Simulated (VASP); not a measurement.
Input of a VASP 6.6.1 run:

Contents of INCAR:

```
SYSTEM = Cu2PbS4
PREC = Accurate
ENCUT = 520
EDIFF = 1E-6
ISMEAR = 0
SIGMA = 0.2
LREAL = .FALSE.
LASPH = .TRUE.
NELM = 100
ALGO = Normal
ISIF = 2
LWAVE = .FALSE.
LCHARG = .TRUE.
GGA = PE
LELF = .TRUE.
LVHAR = .TRUE.
NBANDS = 39
```

The input KPOINTS:

```
Automatic mesh
0
G
  4 4 4
  0 0 0
```

Contents of POSCAR:

```
Cu2PbS4
1.0
    5.2512769454      0.0000000000      0.0000000000
    0.0000000000      5.2512769454      0.0000000000
    0.0000000000      0.0000000000      5.6566216082
Cu Pb S
2 1 4
Direct
    0.5000000000      0.0000000000      0.0000000000
    0.0000000000      0.5000000000      0.0000000000
    0.0000000000      0.0000000000      0.5000000000
    0.7200954419      0.7200954419      0.2261670319
    0.7200954419      0.2799045581      0.7738329681
    0.2799045581      0.2799045581      0.2261670319
    0.2799045581      0.7200954419      0.7738329681
```

Potentials or basis: VASP PAW PBE potentials, release 64 (Cu, Pb_d, S).

Launch:

```sh
$ cat potpaw_PBE.64/Cu/POTCAR potpaw_PBE.64/Pb_d/POTCAR potpaw_PBE.64/S/POTCAR > POTCAR
$ mpirun -np 1 vasp_std > vasp.out
```

Predict the band gap on the k mesh.

zero (band 30 reaches 4.17 eV, above the bottom of band 31 at 3.44 eV).

Estimate the largest force.

0.021 eV/Å.

What does it give for the pressure?

0.0 GPa.

Stress tensor (GPa, compression positive):
```
 0.14  0.00  0.00
 0.00  0.14  0.00
 0.00  0.00 -0.28
```

Caveat: spin-orbit coupling is left out, which moves the levels of the heavy elements. With open d or f shells a metallic result of PBE can be an artefact of self-interaction; +U or a hybrid may open a gap.
